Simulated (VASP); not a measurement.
# Ta (P6_3/mmc) in VASP: notebook

Ta is run at these levels: PBEsol; tasks: single point.

All numbers are computed with VASP 6.6.1; they aren't measurements. Logs are shortened: lines on timing, memory, paths and dates and some standing lists are left out, and cuts for length are marked.

### 1 The cell of the first run

It takes space group P6_3/mmc (No. 194, hexagonal). Conventional cell: a = 2.900 Å, b = 2.900 Å, c = 5.166 Å, α = 90.00°, β = 90.00°, γ = 120.00°. Ta (site symmetry -6m2) has 12 Ta at 2.90 to 3.08 Å within 3.8 Å.

### 2 Single point, PBEsol

The input, INCAR:

```
  PREC = Accurate
  ENCUT = 520
  EDIFF = 1E-6
  ISMEAR = 0
  SIGMA = 0.15
  LREAL = F
  LASPH = T
  NELM = 100
  ALGO = Fast
  ISIF = 2
  LWAVE = F
  LCHARG = F
  GGA = PS
  NBANDS = 18
```

The input, KPOINTS:

```
Automatic mesh
0
Gamma
  18 18 10
```

The input, POSCAR:

```
Ta
1.0
    2.9003720726      0.0000000000      0.0000000000
   -1.4501860363      2.5117958953      0.0000000000
    0.0000000000      0.0000000000      5.1662740000
Ta
2
Direct
    0.6666666667      0.3333333333      0.7500000000
    0.3333333333      0.6666666667      0.2500000000
```

Potentials or basis: VASP PAW PBE potentials, release 64 (Ta_pv).

The run is started by

```console
cat potpaw_PBE.64/Ta_pv/POTCAR > POTCAR
mpirun -np 1 vasp_std > vasp.out
```

OUTCAR:

```text
PREC = Accurate
   ENCUT = 520
   EDIFF = 1E-6
   ISMEAR = 0
   LREAL = F
   LASPH = T
   NELM = 100
   ISIF = 2
   GGA = PS

 ion  position               nearest neighbor table
   1  0.667  0.333  0.750-   2 3.08   2 3.08   2 3.08   2 3.08   2 3.08   2 3.08
   2  0.333  0.667  0.250-   1 3.08   1 3.08   1 3.08   1 3.08   1 3.08   1 3.08

  LATTYP: Found a hexagonal cell.
 ALAT       =     2.9003720726
 C/A-ratio  =     1.7812452577

  Lattice vectors:

 A1 = (   2.9003720726,   0.0000000000,   0.0000000000)
 A2 = (  -1.4501860363,   2.5117958953,   0.0000000000)
 A3 = (   0.0000000000,   0.0000000000,   5.1662740000)

Analysis of symmetry for initial positions (statically):
=====================================================================
 Subroutine PRICEL returns:
 Original cell was already a primitive cell.

 Routine SETGRP: Setting up the symmetry group for a
 hexagonal supercell.

 Subroutine GETGRP returns: Found 24 space group operations
 (whereof 12 operations were pure point group operations)
 out of a pool of 24 trial point group operations.

The static configuration has the point symmetry D_3d.
 The point group associated with its full space group is D_6h.

Analysis of symmetry for dynamics (positions and initial velocities):
=====================================================================
 Subroutine PRICEL returns:
 Original cell was already a primitive cell.

 Routine SETGRP: Setting up the symmetry group for a
 hexagonal supercell.

 Subroutine GETGRP returns: Found 24 space group operations
 (whereof 12 operations were pure point group operations)
 out of a pool of 24 trial point group operations.

The dynamic configuration has the point symmetry D_3d.
 The point group associated with its full space group is D_6h.

 Subroutine INISYM returns: Found 24 space group operations
 (whereof 12 operations are pure point group operations),
 and found     1 'primitive' translations

----------------------------------------------------------------------------------------

                                     Primitive cell

  volume of cell :      37.6370

  direct lattice vectors                    reciprocal lattice vectors
     2.900372073  0.000000000  0.000000000     0.344783350  0.199060760  0.000000000
    -1.450186036  2.511795895  0.000000000     0.000000000  0.398121520  0.000000000
     0.000000000  0.000000000  5.166274000     0.000000000  0.000000000  0.193563098

  length of vectors
     2.900372073  2.900372073  5.166274000     0.398121520  0.398121520  0.193563098

  position of ions in fractional coordinates (direct lattice)
     0.666666667  0.333333333  0.750000000
     0.333333333  0.666666667  0.250000000

  ion indices of the primitive-cell ions
   primitive index   ion index
                 1           1
                 2           2

----------------------------------------------------------------------------------------

 KPOINTS: Automatic mesh

Automatic generation of k-mesh.
 Grid dimensions read from file:
 generate k-points for:   18   18   10

 Generating k-lattice:

  Cartesian coordinates                     Fractional coordinates (reciprocal lattice)
     0.019154631  0.011058931  0.000000000     0.055555556  0.000000000  0.000000000
     0.000000000  0.022117862  0.000000000     0.000000000  0.055555556  0.000000000
     0.000000000  0.000000000  0.019356310     0.000000000  0.000000000  0.100000000

  Length of vectors
     0.022117862  0.022117862  0.019356310

  Shift w.r.t. Gamma in fractional coordinates (k-lattice)
     0.000000000  0.000000000  0.000000000

 Subroutine IBZKPT returns following result:
 ===========================================

 Found    222 irreducible k-points:

 Following reciprocal coordinates:
            Coordinates               Weight
  0.000000  0.000000  0.000000      1.000000
  0.055556  0.000000  0.000000      6.000000
  0.111111  0.000000  0.000000      6.000000
  0.166667  0.000000  0.000000      6.000000
  0.222222  0.000000  0.000000      6.000000
  0.277778  0.000000  0.000000      6.000000
[... 16 lines left out ...]
  0.333333  0.111111  0.000000     12.000000
  0.388889  0.111111  0.000000     12.000000
 [... further k-points ...]
   k-points           NKPTS =    222   k-points in BZ     NKDIM =    222   number of bands    NBANDS=     18
   number of dos      NEDOS =    301   number of ions     NIONS =      2
   total plane-waves  NPLWV =  23040
   dimension x,y,z NGX =    24 NGY =   24 NGZ =   40
   dimension x,y,z NGXF=    48 NGYF=   48 NGZF=   80
   ions per type =               2
   NGX,Y,Z   is equivalent  to a cutoff of  13.76, 13.76, 12.87 a.u.
   NGXF,Y,Z  is equivalent  to a cutoff of  27.51, 27.51, 25.74 a.u.
 SYSTEM =  unknown system
   PREC   = accura    normal or accurate (medium, high low for compatibility)
   ISTART =      0    job   : 0-new  1-cont  2-samecut
   ICHARG =      2    charge: 1-file 2-atom 10-const
   ISPIN  =      1    spin polarized calculation?
   LNONCOLLINEAR =      F non collinear calculations
   LSORBIT =      F    spin-orbit coupling
   LASPH  =      T    aspherical Exc in radial PAW
   ENCUT  =  520.0 eV  38.22 Ry    6.18 a.u.   5.39  5.39  9.61*2*pi/ulx,y,z
   NELM   =    100;   NELMIN=  2; NELMDL= -5     # of ELM steps
   EDIFF  = 0.1E-05   stopping-criterion for ELM
   LREAL  =      F    real-space projection
   EDIFFG = 0.1E-04   stopping-criterion for IOM
   NSW    =      0    number of steps for IOM
   IBRION =     -1    ionic relax: 0-MD 1-quasi-New 2-CG
   NFREE  =      0    steps in history (QN), initial steepest desc. (CG)
   ISIF   =      2    stress and relaxation
   ISYM   =      2    0-nonsym 1-usesym 2-fastsym
   POTIM  = 0.5000    time-step for ionic-motion
   TEBEG  =    0.0;   TEEND  =   0.0 temperature during run
   PSTRESS=    0.0 pullay stress
   NELECT =      22.0000    total number of electrons
   NUPDOWN=      -1.0000    fix difference up-down
   EMIN   =  10.00;   EMAX   =-10.00  energy-range for DOS
   EFERMI =   0.00;   METHOD = LEGACY
   ISMEAR =     0;   SIGMA  =   0.15  broadening in eV -4-tet -1-fermi 0-gaus
   EFERMI_NEDOS =   21; number of points for ismear=-14 and -15
   IALGO  =     68    algorithm
   IMIX   =      4    mixing-type and parameters
     AMIX     =   0.40;   BMIX     =  1.00
     AMIX_MAG =   1.60;   BMIX_MAG =  1.00
  volume/ion in A,a.u.               =      18.82       126.99
  Fermi-wavevector in a.u.,A,eV,Ry     =   1.368812  2.586680 25.492516  1.873647
  Thomas-Fermi vector in A             =   2.494743
   LORBIT       =      0    0 simple, 1 ext, 2 COOP (PROOUT), +10 PAW based schemes
   GGA     = PS    functional components
   LHFCALC =     F    Hartree Fock is set to
   AEXX    =    0.0000 exact exchange contribution
   IVDW    =     0    specifies the selected vdW correction
   LEPSILON=     F    determine dielectric tensor
   LRPA    =     F    only Hartree local field effects (RPA)
 non-spin polarized calculation
 RMM-DIIS sequential band-by-band and
 Gauss-broadening in eV      SIGMA  =   0.15
  energy-cutoff  :      520.00
  volume of cell :       37.64
 maximum number of plane-waves:      1039
 NGX is ok and might be reduce to    24
   NGX = 11   NGY = 11   NGZ = 19

 number of electron      22.0000003 magnetization

 Free energy of the ion-electron system (eV)
  ---------------------------------------------------
  ext. energy  EPLUGINS =         0.00000000
  ---------------------------------------------------
  free energy    TOTEN  =       -24.49414806 eV

  energy without entropy =      -24.46559662  energy(sigma->0) =      -24.47987234

 E-fermi :   5.3826     XC(G=0): -12.4930

 val. band max:        5.3820330398   @ k =   0.3333   0.0556   0.0000
 cond. band min:       5.3849879340   @ k =   0.2778   0.1111   0.0000
 fundamental gap:      0.0029548941
 Fermi energy:         5.3825894422

 k-point     1 :       0.0000    0.0000    0.0000
  band No.  band energies     occupation
      1     -29.1243      2.00000
      2     -28.3107      2.00000
      3     -28.1919      2.00000
      4     -28.1919      2.00000
      5     -28.1097      2.00000
      6     -28.1097      2.00000
[... 10 lines left out ...]
     17      10.5052      0.00000
     18      10.5052      0.00000

 k-point     2 :       0.0556    0.0000    0.0000
  band No.  band energies     occupation
      1     -29.1144      2.00000
      2     -28.3118      2.00000
      3     -28.2241      2.00000
      4     -28.2007      2.00000
      5     -28.1428      2.00000
      6     -28.1157      2.00000
[... 10 lines left out ...]
     17      10.5570      0.00000
     18      10.7702      0.00000

 k-point     3 :       0.1111    0.0000    0.0000
  band No.  band energies     occupation
      1     -29.0855      2.00000
      2     -28.3166      2.00000
      3     -28.3153      2.00000
      4     -28.2368      2.00000
      5     -28.2256      2.00000
      6     -28.1329      2.00000
[... 10 lines left out ...]
     17      10.6735      0.00000
     18      11.4067      0.00000

 k-point     4 :       0.1667    0.0000    0.0000
  band No.  band energies     occupation
      1     -29.0396      2.00000
      2     -28.4570      2.00000
      3     -28.3772      2.00000
      4     -28.3222      2.00000
      5     -28.2630      2.00000
      6     -28.1597      2.00000
[... 375 lines left out ...]
      4     -28.4496      2.00000
      5     -28.3811      2.00000
      6     -28.3301      2.00000
[... 10 lines left out ...]
     17      10.8064      0.00000
     18      13.3677      0.00000

 k-point    23 :       0.3333    0.1111    0.0000
  band No.  band energies     occupation
      1     -29.0766      2.00000
      2     -28.9806      2.00000
      3     -28.7534      2.00000
      4     -28.4966      2.00000
      5     -28.4100      2.00000
      6     -28.3648      2.00000
[... 10 lines left out ...]
     17      11.8565      0.00000
     18      13.8646      0.00000

 k-point    24 :       0.3889    0.1111    0.0000
  band No.  band energies     occupation
      1     -29.1530      2.00000
      2     -29.0462      2.00000
      3     -28.7010      2.00000
      4     -28.5271      2.00000
      5     -28.4380      2.00000
      6     -28.3874      2.00000
[... 10 lines left out ...]
     17      12.7236      0.00000
     18      14.4035      0.00000

 [... further k-points ...]
[... 5 lines left out ...]
  --------------------------------------------------------------------------------------
  -------------------------------------------------------------------------------------
  Total       -1.6523804     -1.6523804     -1.6308216     -0.0000000      0.0000000      0.0000000
  in kB      -70.3404462    -70.3404462    -69.4227059     -0.0000000      0.0000000      0.0000000
  external PRESSURE =     -70.0345328 kB  Pullay stress =       0.0000000 kB

 VOLUME and BASIS-vectors are now :
 -----------------------------------------------------------------------------
  energy-cutoff  :      520.00
  volume of cell :       37.64
      direct lattice vectors                 reciprocal lattice vectors
     2.900372073  0.000000000  0.000000000     0.344783350  0.199060760  0.000000000
    -1.450186036  2.511795895  0.000000000     0.000000000  0.398121520  0.000000000
     0.000000000  0.000000000  5.166274000     0.000000000  0.000000000  0.193563098

 POSITION                                       TOTAL-FORCE (eV/Angst)
 -----------------------------------------------------------------------------------
      1.45019      0.83727      3.87471         0.000000     -0.000000      0.000000
     -0.00000      1.67453      1.29157        -0.000000      0.000000      0.000000
 -----------------------------------------------------------------------------------
    total drift:                               -0.000000      0.000000     -0.000000

  FREE ENERGIE OF THE ION-ELECTRON SYSTEM (eV)
  ---------------------------------------------------
  free  energy   TOTEN  =       -24.4941480648 eV

  energy  without entropy=      -24.4655966215  energy(sigma->0) =      -24.47987234
```

It took 2.2 min on 1 thread of Intel Xeon Platinum 8259CL at 2.50GHz (Skylake/Cascade Lake), shared host; peak memory 0.25 GiB.

Results:

| Quantity | Value |
| --- | --- |
| Free energy | -24.4941 eV |
| Pressure | -7.0 GPa |
| Band gap on the k mesh | zero (band 11 reaches 6.88 eV, above the bottom of band 12 at 4.68 eV) |

Stress tensor (GPa, compression positive):
```
-7.03  0.00  0.00
 0.00 -7.03  0.00
 0.00  0.00 -6.94
```

Caveat: the PAW data sets were made with another functional, which shifts forces and pressure a little; spin-orbit coupling is left out, which moves the levels of the heavy elements.

### 3 Single point, PBEsol

The input, INCAR:

```
SYSTEM = Ta
ALGO     = Fast           ! electronic algorithm
EDIFF    = 1E-6           ! SCF threshold, eV
ENCUT    = 520            ! plane-wave cutoff, eV
GGA      = PS             ! functional
ISIF     = 2              ! what is computed and relaxed
ISMEAR   = 0              ! smearing method
LASPH    = .True.         ! aspherical terms in the spheres
LCHARG   = .False.        ! write CHGCAR
LREAL    = .False.        ! projectors in reciprocal space
LWAVE    = .False.        ! write WAVECAR
NBANDS   = 18             ! bands
NELM     = 60             ! most SCF steps
PREC     = Accurate       ! precision mode
SIGMA    = 0.15           ! smearing width, eV
```

The input, KPOINTS:

```
k-points
0
Gamma
  21 21 10
  0 0 0
```

POSCAR is that of step 2.

Potentials or basis: VASP PAW PBE potentials, release 64 (Ta_pv).

The run is started by

```console
cat potpaw_PBE.64/Ta_pv/POTCAR > POTCAR
mpirun -np 1 vasp_std > vasp.out
```

Run time: 2.8 min. Hardware: 1 thread of Intel Xeon Platinum 8259CL at 2.50GHz (Skylake/Cascade Lake), shared host; peak memory 0.28 GiB.

The run converged. Its results:

```yaml
Free_energy: -24.4942 eV
Pressure: -7.0 GPa
Band_gap_on_the_k_mesh: zero (band 11 reaches 6.86 eV, above the bottom of band 12 at 4.66 eV)
```

Levels at points of the mesh, in eV from the Fermi level:
| k point | band 7 | band 8 | band 9 | band 10 | band 11 | band 12 | band 13 | band 14 | band 15 | band 16 |
| --- | --- | --- | --- | --- | --- | --- | --- | --- | --- | --- |
| (0.00, 0.00, 0.00) | -8.16 | -4.89 | -0.55 | -0.09 | 0.61 | 0.61 | 1.17 | 1.17 | 2.96 | 2.96 |
| (0.00, 0.00, 0.50) | -6.34 | -6.34 | -1.16 | -1.16 | 0.66 | 0.66 | 0.66 | 0.66 | 4.40 | 4.40 |

Caveat: the PAW data sets were made with another functional, which shifts forces and pressure a little; spin-orbit coupling is left out, which moves the levels of the heavy elements.

### 4 Single point, PBEsol

INCAR is that of step 3.

The input, KPOINTS:

```
k-points
0
Gamma
  24 24 10
  0 0 0
```

POSCAR is that of step 3.

The run is started by

```console
cat potpaw_PBE.64/Ta_pv/POTCAR > POTCAR
mpirun -np 1 vasp_std > vasp.out
```

Wall time 1.9 min (1 thread of Intel Xeon Platinum 8488C (Sapphire Rapids), shared host); peak memory 0.31 GiB.

The run converged. Its results:

* Free energy: -24.4937 eV
* Pressure: -7.0 GPa
* Band gap on the k mesh: zero (band 11 reaches 6.88 eV, above the bottom of band 12 at 4.68 eV)

Levels at points of the mesh, in eV from the Fermi level:
```tsv
k point	band 9	band 10	band 11	band 12	band 13	band 14
(0.00, 0.00, 0.00)	-0.55	-0.09	0.61	0.61	1.17	1.17
(0.50, 0.00, 0.00)	-3.31	-0.44	-0.36	0.51	0.86	5.52
(0.00, 0.00, 0.50)	-1.15	-1.15	0.66	0.66	0.66	0.66
(0.50, 0.00, 0.50)	-2.27	-2.27	1.50	1.50	2.60	2.60
```

Caveat: the PAW data sets were made with another functional, which shifts forces and pressure a little; spin-orbit coupling is left out, which moves the levels of the heavy elements.

### 5 Summary

| k mesh | gap on the mesh (eV) | pressure (GPa) |
| --- | --- | --- |
| 18 × 18 × 10 | none | -7.0 |
| 21 × 21 × 10 | none | -7.0 |
| 24 × 24 × 10 | none | -7.0 |

Alike in all rows: task single point; level PBEsol; potentials or basis VASP PAW PBE potentials, release 64 (Ta_pv); no spin polarisation; cell as given; cutoff (eV) 520; smearing gaussian 0.15 eV.

Every run on the cell as given and a fine mesh finds a metal.

Caveats: the PAW data sets were made with another functional, which shifts forces and pressure a little; spin-orbit coupling is left out, which moves the levels of the heavy elements.

Total energies depend on the potentials used, so only differences within one code and one set of settings carry meaning.
